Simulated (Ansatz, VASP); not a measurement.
Hg: VASP beside Ansatz

```xyz
3
Lattice="2.5806 -1.9185 -0.0963 2.5806 1.9185 -0.0963 -1.9730 0.0000 7.7788" Properties=species:S:1:pos:R:3 pbc="T T T"
Hg    2.7851    0.0000    2.4647
Hg    0.4030    0.0000    5.1216
Hg    0.0000    0.0000    0.0000
```

Alike in both runs: functional PBE; dispersion D3(BJ); k mesh 14 × 14 × 6; occupations gaussian, width 0.1 eV; no spin polarisation.

Ansatz relaxed the structure, and its values are those at the end. VASP's run is a single point on that final structure, the one shown.

```csv
,VASP,Ansatz
version,VASP 6.6.1,Ansatz 0.2.0
potentials or method,"VASP PAW PBE potentials, release 64 (Hg), cutoff 520 eV","scalar-relativistic, plane waves, PAW"
valence electrons in the cell,36,60
```

Ansatz gave:

- gap on the k mesh at the Fermi level (eV): none
- pressure (GPa): 0.0

Problem. Which values does VASP return?

Solution. gap on the k mesh at the Fermi level (eV): none; pressure (GPa): 0.2.

A gap of «none» marks a metal or a gap that the smearing closes. VASP's potentials hold 36 valence electrons a cell and Ansatz's 60, so a difference there can come from the potentials and not from the codes.

Neither program's run includes spin-orbit coupling.
